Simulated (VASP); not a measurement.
LiF:

```
CELL_PARAMETERS angstrom
0.00000 1.99487 1.99487
1.99487 0.00000 1.99487
1.99487 1.99487 0.00000
ATOMIC_POSITIONS crystal
Li 0.00000 0.00000 0.00000
F 0.50000 0.50000 0.50000
```

Base run:

```yaml
Program: VASP 6.6.1
Functional: PBE
Potentials_or_basis: VASP PAW PBE potentials, release 64 (Li_sv, F)
Cutoff: 520 eV
k_mesh: 10 × 10 × 10
Occupations: fermi-dirac, width 0.02 eV
Spin: no spin polarisation
```

Its results: band gap on the k mesh 9.35 eV, direct.

Task: The run is repeated on the same cell with these changes: functional from PBE to r2SCAN; occupations from fermi-dirac, width 0.02 eV to gaussian, width 0.01 eV. What comes out?

Result: Band gap on the k mesh 10.55 eV, direct.

A k mesh can miss the band edges.
